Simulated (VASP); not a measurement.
Here is a VASP 6.6.1 calculation.

The input INCAR:

```
PREC     = Accurate       # precision mode
ENCUT    = 600            # plane-wave cutoff, eV
EDIFF    = 1E-6           # SCF threshold, eV
ISMEAR   = -1             # smearing method
SIGMA    = 0.05           # smearing width, eV
LREAL    = F              # projectors in reciprocal space
LASPH    = T              # aspherical terms in the spheres
NELM     = 120            # most SCF steps
ALGO     = Normal         # electronic algorithm
ISIF     = 2              # what is computed and relaxed
LWAVE    = F              # write WAVECAR
LCHARG   = F              # write CHGCAR
NBANDS   = 12             # bands
GGA_COMPAT= F
```

KPOINTS

```
Automatic mesh
0
Gamma
  13 13 13
```

POSCAR

```
Cu
1.0
    0.0000000000      1.8429501765      1.8429501765
    1.8429501765      0.0000000000      1.8429501765
    1.8429501765      1.8429501765      0.0000000000
Cu
1
Direct
    0.0000000000      0.0000000000      0.0000000000
```

Potentials or basis: VASP PAW LDA potentials, release 64 (Cu).

Command:

```console
$ cat potpaw_LDA.64/Cu/POTCAR > POTCAR
$ mpirun -np 1 vasp_std > vasp.out
```

Question: What does it give for the pressure?

Answer: -17.9 GPa.
